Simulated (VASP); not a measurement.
# HW6C6 in VASP: single point with LDA

Aim: the single point of HW6C6 with LDA.

Everything below comes from runs of VASP 6.6.1. Logs are shortened: lines on timing, memory, paths and dates and some standing lists are left out, and cuts for length are marked.

### 1 The cell of the first run

The cell holds a slab with vacuum, 26 atoms: a = 5.681 Å, b = 5.681 Å, c = 20.973 Å, α = 90.00°, β = 90.00°, γ = 120.00°.

### 2 Single point, LDA

Input file INCAR:

```
SYSTEM = HW6C6
PREC = Accurate
ENCUT = 520
EDIFF = 1E-6
ISMEAR = -1
SIGMA = 0.1
LREAL = Auto
LASPH = .TRUE.
NELM = 100
ALGO = Normal
ISIF = 2
LWAVE = .FALSE.
LCHARG = .FALSE.
NBANDS = 128
```

Input file KPOINTS:

```
regular mesh
0
G
  2 2 1
  0 0 0
```

Input file POSCAR:

```
HW6C6
1.0
    5.6815000000      0.0000000000      0.0000000000
   -2.8407500000      4.9203230000      0.0000000000
    0.0000000000      0.0000000000     20.9732750000
W C H
12 12 2
Direct
    0.0000000000      0.0000000000      0.0476797257
   -0.0086120702     -0.0176817660      0.1818838498
   -0.0246560529     -0.0195312381      0.3196448814
   -0.0000004879      0.5000078247      0.0476797257
   -0.0019584318      0.4977112275      0.1817408106
   -0.0123887301      0.4912482372      0.3263820267
    0.5000088005      0.0000000000      0.0476797257
    0.4803890138     -0.0185760162      0.1779025927
    0.5133131428      0.0202019258      0.3052789800
    0.5000083126      0.5000078247      0.0476797257
    0.4907294125      0.4895816799      0.1814022846
    0.4730789048      0.4764931083      0.3206175478
    0.3333424250      0.1666760495      0.1141786392
    0.3042337233      0.1281013462      0.2423465100
    0.2791638875      0.1264347889      0.4310724005
    0.3333317752      0.6666635503      0.1141786392
    0.2907687341      0.6580665538      0.2524069322
    0.4647456690      0.8794341347      0.4194576193
    0.8333336245      0.1666760495      0.1141786392
    0.8189529421      0.1685051977      0.2505617268
    1.3578292560      1.0278999976      0.4677142697
    0.8333405757      0.6666635503      0.1141786392
    0.8302723104      0.6640824190      0.2540280428
    0.8154504923      0.6446121525      0.3733084127
   -2.9654243971      4.8700664570      0.8528186466
   -4.5810350085      2.0673236290     -0.1367454534
```

Potentials or basis: VASP PAW LDA potentials, release 64 (W_sv, C, H).

Launch:

```
$ cat potpaw_LDA.64/W_sv/POTCAR potpaw_LDA.64/C/POTCAR potpaw_LDA.64/H/POTCAR > POTCAR
$ mpirun -np 1 vasp_std > vasp.out
```

OUTCAR:

```text
SYSTEM = HW6C6
   PREC = Accurate
   ENCUT = 520
   EDIFF = 1E-6
   ISMEAR = -1
   LREAL = Auto
   LASPH = .TRUE.
   NELM = 100
   ISIF = 2

 ion  position               nearest neighbor table
   1  0.000  0.000  0.048-  22 2.15  19 2.15  13 2.15   2 2.82   7 2.84  10 2.84   4 2.84   4 2.84
                            10 2.84   7 2.84
   2  0.991  0.982  0.182-  14 2.00  22 2.10  23 2.18  13 2.20  19 2.20  20 2.28   5 2.77   8 2.78
                             1 2.82  11 2.82  11 2.86   3 2.89   8 2.90   5 2.91
   3  0.975  0.980  0.320-  24 2.00  23 2.08  20 2.23  14 2.29   9 2.76  15 2.77   6 2.82  12 2.82
                            12 2.86   6 2.87   2 2.89   9 2.97
   4  1.000  0.500  0.048-  22 2.15  19 2.15  16 2.15   5 2.81  10 2.84   1 2.84   7 2.84   7 2.84
                             1 2.84  10 2.84
   5  0.998  0.498  0.182-  17 2.07  19 2.16  22 2.17  20 2.17  16 2.17  23 2.24   8 2.75   2 2.77
                             4 2.81  11 2.82  11 2.86   2 2.91   8 2.94   6 3.03
   6  0.988  0.491  0.326-  24 1.88  17 2.15  23 2.22  20 2.25   9 2.72  12 2.80   3 2.82   3 2.87
                            12 2.88   9 3.03   5 3.03
   7  0.500  0.000  0.048-  19 2.15  16 2.15  13 2.15   8 2.73   1 2.84  10 2.84   4 2.84   4 2.84
                            10 2.84   1 2.84
   8  0.480  0.981  0.178-  16 2.05  14 2.09  13 2.11  19 2.19  17 2.24  20 2.26   9 2.68   7 2.73
                             5 2.75   2 2.78  11 2.83  11 2.86   2 2.90   5 2.94
   9  0.513  0.020  0.305-  20 1.89  14 2.06  17 2.11  18 2.50   8 2.68   6 2.72  12 2.73   3 2.76
                             3 2.97  12 3.00   6 3.03
  10  0.500  0.500  0.048-  13 2.15  16 2.15  22 2.15  11 2.81   4 2.84   1 2.84   7 2.84   7 2.84
                             1 2.84   4 2.84
  11  0.491  0.490  0.181-  13 2.12  16 2.17  14 2.19  22 2.20  23 2.26  17 2.35  10 2.81   2 2.82
                             5 2.82   8 2.83   8 2.86   5 2.86   2 2.86  12 2.92
  12  0.473  0.476  0.321-  24 2.01  23 2.25  17 2.29  14 2.37   9 2.73   6 2.80   3 2.82   3 2.86
                             6 2.88  11 2.92   9 3.00
  13  0.333  0.167  0.114-   8 2.11  11 2.12  10 2.15   7 2.15   1 2.15   2 2.20
  14  0.304  0.128  0.242-   2 2.00   9 2.06   8 2.09  11 2.19   3 2.29  12 2.37
  15  0.279  0.126  0.431-  21 1.16   3 2.77
  16  0.333  0.667  0.114-   8 2.05  10 2.15   4 2.15   7 2.15  11 2.17   5 2.17
  17  0.291  0.658  0.252-   5 2.07   9 2.11   6 2.15   8 2.24  12 2.29  11 2.35
  18  0.465  0.879  0.419-  21 1.62   9 2.50
  19  0.833  0.167  0.114-   7 2.15   4 2.15   1 2.15   5 2.16   8 2.19   2 2.20
  20  0.819  0.169  0.251-   9 1.89   5 2.17   3 2.23   6 2.25   8 2.26   2 2.28
  21  0.358  0.028  0.468-  15 1.16  18 1.62
  22  0.833  0.667  0.114-   2 2.10   4 2.15  10 2.15   1 2.15   5 2.17  11 2.20
  23  0.830  0.664  0.254-   3 2.08   2 2.18   6 2.22   5 2.24  12 2.25  11 2.26
  24  0.815  0.645  0.373-   6 1.88   3 2.00  12 2.01
  25  0.035  0.870  0.853-
  26  0.419  0.067  0.863-

  LATTYP: Found a hexagonal cell.
 ALAT       =     5.6815000000
 C/A-ratio  =     3.6915031242

  Lattice vectors:

 A1 = (   5.6815000000,   0.0000000000,   0.0000000000)
 A2 = (  -2.8407500000,   4.9203230000,   0.0000000000)
 A3 = (   0.0000000000,   0.0000000000,  20.9732750000)

Analysis of symmetry for initial positions (statically):
=====================================================================
 Subroutine PRICEL returns:
 Original cell was already a primitive cell.

 Routine SETGRP: Setting up the symmetry group for a
 hexagonal supercell.

 Subroutine GETGRP returns: Found  1 space group operations
 (whereof  1 operations were pure point group operations)
 out of a pool of 24 trial point group operations.

The static configuration has the point symmetry C_1 .

Analysis of symmetry for dynamics (positions and initial velocities):
=====================================================================
 Subroutine PRICEL returns:
 Original cell was already a primitive cell.

 Routine SETGRP: Setting up the symmetry group for a
 hexagonal supercell.

 Subroutine GETGRP returns: Found  1 space group operations
 (whereof  1 operations were pure point group operations)
 out of a pool of 24 trial point group operations.

The dynamic configuration has the point symmetry C_1 .

 Subroutine INISYM returns: Found  1 space group operations
 (whereof  1 operations are pure point group operations),
 and found     1 'primitive' translations

----------------------------------------------------------------------------------------

                                     Primitive cell

  volume of cell :     586.3040

  direct lattice vectors                    reciprocal lattice vectors
     5.681500000  0.000000000  0.000000000     0.176009857  0.101619345  0.000000000
    -2.840750000  4.920323000  0.000000000     0.000000000  0.203238690  0.000000000
     0.000000000  0.000000000 20.973275000     0.000000000  0.000000000  0.047679726

  length of vectors
     5.681500000  5.681499713 20.973275000     0.203238680  0.203238690  0.047679726

  position of ions in fractional coordinates (direct lattice)
     0.000000000  0.000000000  0.047679726
     0.991387930  0.982318234  0.181883850
     0.975343947  0.980468762  0.319644881
     0.999999512  0.500007825  0.047679726
     0.998041568  0.497711227  0.181740811
     0.987611270  0.491248237  0.326382027
[... 18 lines left out ...]
     0.034575603  0.870066457  0.852818647
     0.418964991  0.067323629  0.863254547

  ion indices of the primitive-cell ions
   primitive index   ion index
                 1           1
                 2           2
                 3           3
                 4           4
                 5           5
                 6           6
[... 18 lines left out ...]
                25          25
                26          26

----------------------------------------------------------------------------------------

 KPOINTS: regular mesh

Automatic generation of k-mesh.
 Grid dimensions read from file:
 generate k-points for:    2    2    1

 Generating k-lattice:

  Cartesian coordinates                     Fractional coordinates (reciprocal lattice)
     0.088004928  0.050809672  0.000000000     0.500000000  0.000000000  0.000000000
     0.000000000  0.101619345  0.000000000     0.000000000  0.500000000  0.000000000
     0.000000000  0.000000000  0.047679726     0.000000000  0.000000000  1.000000000

  Length of vectors
     0.101619340  0.101619345  0.047679726

  Shift w.r.t. Gamma in fractional coordinates (k-lattice)
     0.000000000  0.000000000  0.000000000

 Subroutine IBZKPT returns following result:
 ===========================================

 Found      4 irreducible k-points:

 Following reciprocal coordinates:
            Coordinates               Weight
  0.000000  0.000000  0.000000      1.000000
  0.500000  0.000000  0.000000      1.000000
  0.000000  0.500000  0.000000      1.000000
  0.500000  0.500000  0.000000      1.000000
   k-points           NKPTS =      4   k-points in BZ     NKDIM =      4   number of bands    NBANDS=    128
   number of dos      NEDOS =    301   number of ions     NIONS =     26
   total plane-waves  NPLWV = 282240
   dimension x,y,z NGX =    42 NGY =   42 NGZ =  160
   dimension x,y,z NGXF=    84 NGYF=   84 NGZF=  320
   ions per type =              12  12   2
   NGX,Y,Z   is equivalent  to a cutoff of  12.29, 12.29, 12.68 a.u.
   NGXF,Y,Z  is equivalent  to a cutoff of  24.58, 24.58, 25.36 a.u.
 SYSTEM =  HW6C6
   PREC   = accura    normal or accurate (medium, high low for compatibility)
   ISTART =      0    job   : 0-new  1-cont  2-samecut
   ICHARG =      2    charge: 1-file 2-atom 10-const
   ISPIN  =      1    spin polarized calculation?
   LNONCOLLINEAR =      F non collinear calculations
   LSORBIT =      F    spin-orbit coupling
   LASPH  =      T    aspherical Exc in radial PAW
   ENCUT  =  520.0 eV  38.22 Ry    6.18 a.u.  10.56 10.56 39.00*2*pi/ulx,y,z
   NELM   =    100;   NELMIN=  2; NELMDL= -5     # of ELM steps
   EDIFF  = 0.1E-05   stopping-criterion for ELM
   LREAL  =      T    real-space projection
   EDIFFG = 0.1E-04   stopping-criterion for IOM
   NSW    =      0    number of steps for IOM
   IBRION =     -1    ionic relax: 0-MD 1-quasi-New 2-CG
   NFREE  =      0    steps in history (QN), initial steepest desc. (CG)
   ISIF   =      2    stress and relaxation
   ISYM   =      2    0-nonsym 1-usesym 2-fastsym
   POTIM  = 0.5000    time-step for ionic-motion
   TEBEG  =    0.0;   TEEND  =   0.0 temperature during run
   PSTRESS=    0.0 pullay stress
   NELECT =     218.0000    total number of electrons
   NUPDOWN=      -1.0000    fix difference up-down
   EMIN   =  10.00;   EMAX   =-10.00  energy-range for DOS
   EFERMI =   0.00;   METHOD = LEGACY
   ISMEAR =    -1;   SIGMA  =   0.10  broadening in eV -4-tet -1-fermi 0-gaus
   EFERMI_NEDOS =   21; number of points for ismear=-14 and -15
   IALGO  =     38    algorithm
   IMIX   =      4    mixing-type and parameters
     AMIX     =   0.40;   BMIX     =  1.00
     AMIX_MAG =   1.60;   BMIX_MAG =  1.00
  volume/ion in A,a.u.               =      22.55       152.18
  Fermi-wavevector in a.u.,A,eV,Ry     =   1.177207  2.224598 18.855164  1.385815
  Thomas-Fermi vector in A             =   2.313557
   LORBIT       =      0    0 simple, 1 ext, 2 COOP (PROOUT), +10 PAW based schemes
   GGA     = CA    functional components
   LHFCALC =     F    Hartree Fock is set to
   AEXX    =    0.0000 exact exchange contribution
   IVDW    =     0    specifies the selected vdW correction
   LEPSILON=     F    determine dielectric tensor
   LRPA    =     F    only Hartree local field effects (RPA)
 non-spin polarized calculation
  energy-cutoff  :      520.00
  volume of cell :      586.30
 maximum number of plane-waves:     15809
   NGX = 21   NGY = 21   NGZ = 77

 number of electron     218.0000014 magnetization

 Free energy of the ion-electron system (eV)
  ---------------------------------------------------
  ext. energy  EPLUGINS =         0.00000000
  ---------------------------------------------------
  free energy    TOTEN  =      -272.21927723 eV

  energy without entropy =     -271.84370316  energy(sigma->0) =     -272.03149019

 E-fermi :   1.7687     XC(G=0):  -7.5281

 val. band max:        1.7634328842   @ k =   0.5000   0.5000   0.0000
 cond. band min:       1.8769147224   @ k =   0.0000   0.5000   0.0000
 fundamental gap:      0.1134818382
 Fermi energy:         1.7687099894

 k-point     1 :       0.0000    0.0000    0.0000
  band No.  band energies     occupation
      1     -72.2706      2.00000
      2     -72.1968      2.00000
      3     -72.1763      2.00000
      4     -72.1695      2.00000
      5     -72.1583      2.00000
      6     -72.0938      2.00000
[... 113 lines left out ...]
    120       3.5838      0.00000
    121       3.6332      0.00000

 k-point     2 :       0.5000    0.0000    0.0000
  band No.  band energies     occupation
      1     -72.2445      2.00000
      2     -72.2131      2.00000
      3     -72.1836      2.00000
      4     -72.1718      2.00000
      5     -72.1354      2.00000
      6     -72.0988      2.00000
[... 113 lines left out ...]
    120       2.9718      0.00001
    121       3.0506      0.00001

 k-point     3 :       0.0000    0.5000    0.0000
  band No.  band energies     occupation
      1     -72.2445      2.00000
      2     -72.2138      2.00000
      3     -72.1797      2.00000
      4     -72.1750      2.00000
      5     -72.1324      2.00000
      6     -72.1105      2.00000
[... 113 lines left out ...]
    120       2.9623      0.00001
    121       2.9868      0.00001

 k-point     4 :       0.5000    0.5000    0.0000
  band No.  band energies     occupation
      1     -72.2448      2.00000
      2     -72.2107      2.00000
      3     -72.1888      2.00000
      4     -72.1688      2.00000
      5     -72.1311      2.00000
      6     -72.1133      2.00000
[... 113 lines left out ...]
    120       3.0026      0.00001
    121       3.0549      0.00001
 [bands above 121 left out]

------------------------ aborting loop because EDIFF is reached ----------------------------------------

  FORCE on cell =-STRESS in cart. coord.  units (eV):
  Direction    XX          YY          ZZ          XY          YZ          ZX
  --------------------------------------------------------------------------------------
  -------------------------------------------------------------------------------------
  Total        1.8050766      3.5353789     -8.1894567     -2.7137450      0.6027811      5.7099089
  in kB        4.9326844      9.6610353    -22.3791093     -7.4157784      1.6472039     15.6033154
  external PRESSURE =      -2.5951298 kB  Pullay stress =       0.0000000 kB

 VOLUME and BASIS-vectors are now :
 -----------------------------------------------------------------------------
  energy-cutoff  :      520.00
  volume of cell :      586.30
      direct lattice vectors                 reciprocal lattice vectors
     5.681500000  0.000000000  0.000000000     0.176009857  0.101619345  0.000000000
    -2.840750000  4.920323000  0.000000000     0.000000000  0.203238690  0.000000000
     0.000000000  0.000000000 20.973275000     0.000000000  0.000000000  0.047679726

 POSITION                                       TOTAL-FORCE (eV/Angst)
 -----------------------------------------------------------------------------------
      0.00000      0.00000      1.00000        -0.217792     -0.189781      0.546504
      2.84205      4.83332      3.81470        -2.180914      1.446782     -0.409411
      2.75615      4.82422      6.70400         1.085047      0.622609      0.387429
      4.26110      2.46020      1.00000        -0.195998     -0.205526      0.812361
      4.25650      2.44890      3.81170        -1.104844     -1.455209      0.421146
      4.21560      2.41710      6.84530         0.055444      0.099669     -3.656647
[... 18 lines left out ...]
     -2.27520      4.28101     17.88640         2.256685      1.347512      0.352597
      2.18910      0.33125     18.10528        -2.257579     -1.346852     -0.200239
 -----------------------------------------------------------------------------------
    total drift:                               -0.000107      0.002864      0.034817

  FREE ENERGIE OF THE ION-ELECTRON SYSTEM (eV)
  ---------------------------------------------------
  free  energy   TOTEN  =      -272.2192772265 eV

  energy  without entropy=     -271.8437031590  energy(sigma->0) =     -272.03149019
```

Run time: 26 min. Hardware: 1 thread of Oxide Virtual Turin-like, shared host; peak memory 0.51 GiB.

What came out:

```yaml
Free_energy: -272.2193 eV
Largest_force: 12.763 eV/Å
Band_gap_on_the_k_mesh: zero (bands 109 and 110 overlap by 0.23 eV)
```

Forces on the atoms (eV/Å):
```
W   -0.218 -0.190  0.547
W   -2.181  1.447 -0.409
W    1.085  0.623  0.387
W   -0.196 -0.206  0.812
W   -1.105 -1.455  0.421
W    0.055  0.100 -3.657
W    0.048 -0.016 -0.255
W    1.713  1.978  1.157
W   -1.996 -3.532  6.557
W    0.129 -0.094  0.682
W   -0.188  0.072  1.281
W    0.892  0.237 -0.704
C   -0.321 -0.246 -1.066
C    0.139  2.520  2.532
C   -7.704  4.932 -8.900
C   -0.064 -1.076 -1.176
C    2.931  0.174 -0.285
C   -3.226  2.409  0.799
C    0.193 -0.201 -0.755
C    2.281  0.010 -2.130
C    9.949 -6.633  3.864
C   -0.028 -0.555 -0.854
C   -0.919 -1.108 -1.354
C   -1.271  0.808  2.352
H    2.257  1.348  0.353
H   -2.258 -1.347 -0.200
```

Levels at points of the mesh, in eV from the Fermi level:
```csv
k point,band 107,band 108,band 109,band 110,band 111,band 112,band 113,band 114
"(0.00, 0.00, 0.00)",-0.01,0.14,0.16,0.21,0.41,0.56,0.84,1.03
"(0.50, 0.00, 0.00)",-1.15,-0.64,-0.53,-0.06,0.17,0.19,0.46,0.75
"(0.00, 0.50, 0.00)",-0.99,-0.70,-0.45,-0.03,0.11,0.43,0.58,0.72
"(0.50, 0.50, 0.00)",-1.18,-0.74,-0.42,-0.01,0.17,0.42,0.52,0.64
```

Caveat: the k points lie up to 0.64 Å⁻¹ apart; there is no dipole correction, which matters where the two faces differ; spin-orbit coupling is left out, which moves the levels of the heavy elements.

The gap in the log of VASP goes by the Fermi energy; the results here count the filled bands.